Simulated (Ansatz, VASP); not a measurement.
Ba: VASP beside Ansatz

POSCAR

```
Ba
1.0
    3.7076802683     -2.5981247295      0.0000000000
    3.7076802683      2.5981247295      0.0000000000
    0.0000000000      0.0000000000      7.4220679380
Ba
2
Direct
    0.7467739700      0.2532260300      0.2500000000
    0.2532260300      0.7467739700      0.7500000000
```

Contents of INCAR.step1:

```
PREC = Accurate
ENCUT = 520
ISMEAR = 0
SIGMA = 0.1
LREAL = F
LASPH = T
NELM = 60
NBANDS = 17
GGA = PE
ALGO = Normal
EDIFF = 1E-4
LWAVE = T
LCHARG = F
```

INCAR.step2

```
PREC = Accurate
ENCUT = 520
EDIFF = 1E-6
ISMEAR = 0
SIGMA = 0.1
LREAL = F
LASPH = T
NELM = 60
ALGO = Normal
ISIF = 2
LWAVE = F
LCHARG = F
METAGGA = R2SCAN
LMIXTAU = T
NBANDS = 17
ISTART = 1
```

File KPOINTS:

```
Automatic mesh
0
Gamma
  10 10 6
```

Input for Ansatz:

```yaml
crystal:
  lattice:
    - [3.7076802683, -2.5981247295, 0.0]
    - [3.7076802683, 2.5981247295, 0.0]
    - [0.0, 0.0, 7.422067938]
  atoms:
    - { symbol: Ba, position: [0.74677397, 0.25322603, 0.25] }
    - { symbol: Ba, position: [0.25322603, 0.74677397, 0.75] }
basis:
  ecutwfc: 500
kpoints:
  mp_grid: { grid: [10, 10, 6] }
hamiltonian:
  xc: r2scan
scf:
  occupations: { method: gaussian, width: 0.1 }
output:
  forces: true
  stress: true
  eigenvalues: true
```

Alike in both runs: task single point; functional r2SCAN; k mesh 10 × 10 × 6; occupations gaussian, width 0.1 eV; no spin polarisation.

|  | VASP | Ansatz |
| --- | --- | --- |
| version | VASP 6.6.1 | Ansatz 0.2.0 |
| potentials or method | VASP PAW PBE potentials, release 64 (Ba_sv), cutoff 520 eV | scalar-relativistic, plane waves, PAW |
| valence electrons in the cell | 20 | 20 |

|  | VASP | Ansatz | Ansatz less VASP |
| --- | --- | --- | --- |
| gap on the k mesh at the Fermi level (eV) | none | none | - |
| pressure (GPa) | -0.7 | -0.7 | -0.03 |
| rms of the force components (eV/Å) | 0.012 | 0.011 | -0.0006 |

VASP's potentials were made for PBE, not for r2SCAN. Atom by atom the forces differ by 0.001 eV/Å (rms over components). A gap of «none» marks a metal or a gap that the smearing closes.

Neither program's run includes spin-orbit coupling.
